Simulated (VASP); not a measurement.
# ZrS2 (P-3m1) in VASP: a series of runs

The runs below take ZrS2 through vibrations by perturbation theory, with LDA.

All numbers are computed with VASP 6.6.1; they aren't measurements. Logs are shortened: lines on timing, memory, paths and dates and some standing lists are left out, and cuts for length are marked.

### Step 1. The cell of the first run

It takes space group P-3m1 (No. 164, trigonal). The conventional cell has a = 3.578 Å, b = 3.578 Å, c = 5.563 Å, α = 90.00°, β = 90.00°, γ = 120.00°. Zr (site symmetry -3m) has 6 S at 2.53 Å within 3.3 Å. S (site symmetry 3m) has 3 Zr at 2.53 Å and 3 S at 3.36 Å within 3.4 Å.

### Step 2. Vibrations by perturbation theory, LDA

INCAR

```
SYSTEM = ZrS2
PREC     = Accurate       ! precision mode
ENCUT    = 500            ! plane-wave cutoff, eV
EDIFF    = 1E-8           ! SCF threshold, eV
ISMEAR   = 0              ! smearing method
SIGMA    = 0.01           ! smearing width, eV
LREAL    = .False.        ! projectors in reciprocal space
LASPH    = .True.         ! aspherical terms in the spheres
NELM     = 120            ! most SCF steps
ALGO     = Normal         ! electronic algorithm
ISIF     = 2              ! what is computed and relaxed
LWAVE    = .False.        ! write WAVECAR
LCHARG   = .True.         ! write CHGCAR
NBANDS   = 19             ! bands
IBRION   = 8              ! ionic algorithm
NSW      = 1              ! ionic steps
LEPSILON = .True.         ! dielectric tensor by DFPT
GGA_COMPAT= .False.
```

KPOINTS

```
regular mesh
0
Gamma
  12 12 6
  0 0 0
```

POSCAR

```
ZrS2
1.0
    3.5780631339      0.0000000000      0.0000000000
   -1.7890315669      3.0986935703      0.0000000000
    0.0000000000      0.0000000000      5.5632831401
Zr S
1 2
Direct
    0.0000000000      0.0000000000      0.0000000000
    0.3333333333      0.6666666667      0.2617981872
    0.6666666667      0.3333333333      0.7382018128
```

Potentials or basis: VASP PAW LDA potentials, release 64 (Zr_sv, S).

Command:

```bash
cat potpaw_LDA.64/Zr_sv/POTCAR potpaw_LDA.64/S/POTCAR > POTCAR
mpirun -np 1 vasp_std > vasp.out
```

OUTCAR:

```text
SYSTEM = ZrS2
   PREC = Accurate
   ENCUT = 500
   EDIFF = 1E-8
   ISMEAR = 0
   LREAL = .False.
   LASPH = .True.
   NELM = 120
   ISIF = 2
   IBRION = 8
   NSW = 1
   LEPSILON = .True.

 ion  position               nearest neighbor table
   1  0.000  0.000  0.000-   2 2.53   3 2.53   2 2.53   3 2.53   3 2.53   2 2.53
   2  0.333  0.667  0.262-   1 2.53   1 2.53   1 2.53
   3  0.667  0.333  0.738-   1 2.53   1 2.53   1 2.53

  LATTYP: Found a hexagonal cell.
 ALAT       =     3.5780631339
 C/A-ratio  =     1.5548309049

  Lattice vectors:

 A1 = (   3.5780631339,   0.0000000000,   0.0000000000)
 A2 = (  -1.7890315669,   3.0986935703,   0.0000000000)
 A3 = (   0.0000000000,   0.0000000000,   5.5632831401)

Analysis of symmetry for initial positions (statically):
=====================================================================
 Subroutine PRICEL returns:
 Original cell was already a primitive cell.

 Routine SETGRP: Setting up the symmetry group for a
 hexagonal supercell.

 Subroutine GETGRP returns: Found 12 space group operations
 (whereof 12 operations were pure point group operations)
 out of a pool of 24 trial point group operations.

The static configuration has the point symmetry D_3d.

Analysis of symmetry for dynamics (positions and initial velocities):
=====================================================================
 Subroutine PRICEL returns:
 Original cell was already a primitive cell.

 Routine SETGRP: Setting up the symmetry group for a
 hexagonal supercell.

 Subroutine GETGRP returns: Found 12 space group operations
 (whereof 12 operations were pure point group operations)
 out of a pool of 24 trial point group operations.

The dynamic configuration has the point symmetry D_3d.

 Subroutine INISYM returns: Found 12 space group operations
 (whereof 12 operations are pure point group operations),
 and found     1 'primitive' translations

----------------------------------------------------------------------------------------

                                     Primitive cell

  volume of cell :      61.6819

  direct lattice vectors                    reciprocal lattice vectors
     3.578063134  0.000000000  0.000000000     0.279480815  0.161358324  0.000000000
    -1.789031567  3.098693570  0.000000000     0.000000000  0.322716647  0.000000000
     0.000000000  0.000000000  5.563283140     0.000000000  0.000000000  0.179749974

  length of vectors
     3.578063134  3.578063134  5.563283140     0.322716647  0.322716647  0.179749974

  position of ions in fractional coordinates (direct lattice)
     0.000000000  0.000000000  0.000000000
     0.333333333  0.666666667  0.261798187
     0.666666667  0.333333333  0.738201813

  ion indices of the primitive-cell ions
   primitive index   ion index
                 1           1
                 2           2
                 3           3

----------------------------------------------------------------------------------------

 KPOINTS: regular mesh

Automatic generation of k-mesh.
 Grid dimensions read from file:
 generate k-points for:   12   12    6

 Generating k-lattice:

  Cartesian coordinates                     Fractional coordinates (reciprocal lattice)
     0.023290068  0.013446527  0.000000000     0.083333333 -0.000000000  0.000000000
     0.000000000  0.026893054  0.000000000     0.000000000  0.083333333  0.000000000
     0.000000000  0.000000000  0.029958329     0.000000000  0.000000000  0.166666667

  Length of vectors
     0.026893054  0.026893054  0.029958329

  Shift w.r.t. Gamma in fractional coordinates (k-lattice)
     0.000000000  0.000000000  0.000000000

 Subroutine IBZKPT returns following result:
[... 670 lines left out ...]
  free energy    TOTEN  =        -2.28828107 eV

  energy without entropy =       -2.28828107

------------------------ aborting loop because EDIFF is reached ----------------------------------------

--------------------------------------- Ionic step        2  -------------------------------------------

------------------------ aborting loop because EDIFF is reached ----------------------------------------

--------------------------------------- Ionic step        3  -------------------------------------------

------------------------ aborting loop because EDIFF is reached ----------------------------------------

 PIEZOELECTRIC TENSOR FIELD DIRECTION 3  (e Angst)
 -----------------------------------------------------------------------------
    -0.00059  0.00000 -0.00000           ( -0.00004 -0.00000 -0.00000)
    -0.00000 -0.00059  0.00000           ( -0.00000 -0.00004  0.00000)
    -0.00000  0.00000  0.01075           ( -0.00000  0.00000  0.00003)

 PIEZOELECTRIC TENSOR FIELD DIRECTION 3  (C/m^2)
 -----------------------------------------------------------------------------
    -0.00015  0.00000 -0.00000
    -0.00000 -0.00015  0.00000
    -0.00000  0.00000  0.00279

--------------------------------------- Ionic step        4  -------------------------------------------

------------------------ aborting loop because EDIFF is reached ----------------------------------------

[... ionic steps 5 to 5 ...]

--------------------------------------- Ionic step        6  -------------------------------------------

------------------------ aborting loop because EDIFF is reached ----------------------------------------

--------------------------------------- Ionic step        7  -------------------------------------------

------------------------ aborting loop because EDIFF is reached ----------------------------------------

[... ionic steps 8 to 8 ...]

--------------------------------------- Ionic step        9  -------------------------------------------

 Free energy of the ion-electron system (eV)
  ---------------------------------------------------
  ---------------------------------------------------
  free energy    TOTEN  =        -0.12269995 eV

  energy without entropy =       -0.12269995

------------------------ aborting loop because EDIFF is reached ----------------------------------------

 INTERNAL STRAIN TENSOR  FOR ION    2  DIRECTION 3   (eV/Angst):
 -----------------------------------------------------------------------------
   -10.47244 -0.00000  0.00000
    -0.00000-10.47244  0.00000
    -0.00000  0.00000-15.30199

 MACROSCOPIC STATIC DIELECTRIC TENSOR (including local field effects in DFT)
 ------------------------------------------------------
          13.942501     0.000000     0.000000
           0.000000    13.942501     0.000000
          -0.000000     0.000000     8.350189
 ------------------------------------------------------

 PIEZOELECTRIC TENSOR (including local field effects)  for field in x, y, z        (e  Angst)
          XX          YY          ZZ          XY          YZ          ZX
  --------------------------------------------------------------------------------
  x     0.00000     0.00000     0.00000     0.00000     0.00000     0.00000
  y     0.00000     0.00000     0.00000     0.00000     0.00000     0.00000
  z     0.00000     0.00000     0.00000     0.00000     0.00000     0.00000

 PIEZOELECTRIC TENSOR (including local field effects)  for field in x, y, z        (C/m^2)
          XX          YY          ZZ          XY          YZ          ZX
  --------------------------------------------------------------------------------
  x     0.00000     0.00000     0.00000     0.00000     0.00000     0.00000
  y     0.00000     0.00000     0.00000     0.00000     0.00000     0.00000
  z     0.00000     0.00000     0.00000     0.00000     0.00000     0.00000

 BORN EFFECTIVE CHARGES (including local field effects) (in |e|, cummulative output)
 ---------------------------------------------------------------------------------
 ion    1
    1     7.10081     0.00000     0.00000
    2     0.00000     7.10081     0.00000
    3     0.00000    -0.00000     2.36780
 ion    2
    1    -3.55041    -0.00000     0.00000
    2    -0.00000    -3.55041    -0.00000
    3     0.00000     0.00000    -1.18390
 ion    3
    1    -3.55041    -0.00000     0.00000
    2    -0.00000    -3.55041    -0.00000
    3    -0.00000     0.00000    -1.18390

 INTERNAL STRAIN TENSOR FOR ION    3 for displacements in x,y,z  (eV/Angst):
          X           Y           Z          XY          YZ          ZX
  --------------------------------------------------------------------------------
  x    -0.00000     0.00000     0.00000    -4.17152     0.00000    10.11517
  y    -4.17152     4.17152     0.00000     0.00000    11.25970     0.00000
  z    10.47244    10.47244    15.30199     0.00000     0.00000     0.00000

 SECOND DERIVATIVES (NOT SYMMETRIZED)
 ------------------------------------
               1X          1Y          1Z          2X          2Y          2Z          3X          3Y          3Z
  1X    -3.980677   -0.000000    0.000000    1.990338    0.000000    0.000000    1.990338    0.000000    0.000000
  1Y    -0.000000   -3.980677    0.000000    0.000000    1.990338    0.000000    0.000000    1.990338    0.000000
  1Z     0.000000   -0.000000  -15.141353    0.000000    0.000000    7.570677   -0.000000    0.000000    7.570677
  2X     1.984763    0.000000    0.000000   -4.903727   -0.000000    0.000000    2.918964    0.000000    0.000000
  2Y     0.000000    1.984763    0.000000   -0.000000   -4.903727   -0.000000    0.000000    2.918964    0.000000
  2Z     0.000000    0.000000    7.571149   -0.000000    0.000000  -10.105146    0.000000    0.000000    2.533997
  3X     1.984763    0.000000    0.000000    2.918964    0.000000    0.000000   -4.903727   -0.000000    0.000000
  3Y     0.000000    1.984763    0.000000    0.000000    2.918964    0.000000   -0.000000   -4.903727   -0.000000
  3Z     0.000000    0.000000    7.571149    0.000000    0.000000    2.533997   -0.000000    0.000000  -10.105146

 Eigenvectors and eigenvalues of the dynamical matrix
 ----------------------------------------------------

   1 f  =    9.913182 THz    62.286362 2PiTHz  330.668171 cm-1    40.997610 meV
             X         Y         Z           dx          dy          dz
      0.000000  0.000000  0.000000     0.000000    0.000000   -0.642489
     -0.000000  2.065796  1.456457     0.000000    0.000000    0.541853
      1.789032  1.032898  4.106826    -0.000000   -0.000000    0.541853
[... 43 lines left out ...]
   9 f/i=    0.003508 THz     0.022039 2PiTHz    0.117004 cm-1     0.014507 meV
             X         Y         Z           dx          dy          dz
      0.000000  0.000000  0.000000    -0.323103   -0.694347    0.000000
     -0.000000  2.065796  1.456457    -0.191831   -0.412243    0.000000
      1.789032  1.032898  4.106826    -0.191831   -0.412243    0.000000

--------------------------------------------------------------------------------------------------------

 MACROSCOPIC STATIC DIELECTRIC TENSOR IONIC CONTRIBUTION
 ------------------------------------------------------
          37.193998     0.000000    -0.000000
           0.000000    37.193998     0.000000
          -0.000000     0.000000     1.086238
 ------------------------------------------------------

 ELASTIC MODULI CONTR FROM IONIC RELAXATION (kBar)
 Direction    XX          YY          ZZ          XY          YZ          ZX
 --------------------------------------------------------------------------------
 XX        -566.3387   -335.2143   -658.6598     -0.0000    311.9234      0.0000
 YY        -335.2143   -566.3387   -658.6598     -0.0000   -311.9234     -0.0000
 ZZ        -658.6598   -658.6598   -962.4119     -0.0000     -0.0000     -0.0000
 XY          -0.0000     -0.0000     -0.0000   -115.5622     -0.0000    280.2169
 YZ         311.9234   -311.9234     -0.0000     -0.0000   -841.9380     -0.0000
 ZX           0.0000     -0.0000     -0.0000    280.2169     -0.0000   -679.4739
 --------------------------------------------------------------------------------

 PIEZOELECTRIC TENSOR IONIC CONTR  for field in x, y, z        (C/m^2)
          XX          YY          ZZ          XY          YZ          ZX
  --------------------------------------------------------------------------------
  x    -0.00000    -0.00000    -0.00000    -0.00000     0.00000     0.00000
  y     0.00000    -0.00000    -0.00000     0.00000    -0.00000    -0.00000
  z    -0.00000    -0.00000    -0.00000    -0.00000    -0.00000     0.00000
```

Run time: 34 min. Hardware: 1 thread of Intel Xeon 6975P-C (Granite Rapids), shared host; peak memory 1 GiB.

What came out:

| Property | Result |
| --- | --- |
| Electronic dielectric tensor (diagonal) | 13.94, 13.94, 8.35 |
| Born charges (mean of the diagonal) | Zr +5.52; S -2.76 e |
| Highest phonon frequency at Γ, LO-TO splitting left out | 331 cm⁻¹ |

Phonon frequencies in cm⁻¹ (negative: imaginary):
| q point | frequencies |
| --- | --- |
| (0.000, 0.000, 0.000) | 0 0 0 169 169 258 258 327 331 |

Electronic dielectric tensor:
```
13.94  0.00  0.00
 0.00 13.94  0.00
 0.00  0.00  8.35
```

Born effective charge tensors (e):
atom 1, Zr
```
7.10 0.00 0.00
0.00 7.10 0.00
0.00 0.00 2.37
```
atom 2, S
```
-3.55  0.00  0.00
 0.00 -3.55  0.00
 0.00  0.00 -1.18
```
atom 3, S
```
-3.55  0.00  0.00
 0.00 -3.55  0.00
 0.00  0.00 -1.18
```

Caveat: the cell stands under pressure or tension, which shifts response properties.

[end of part 1 of 2]
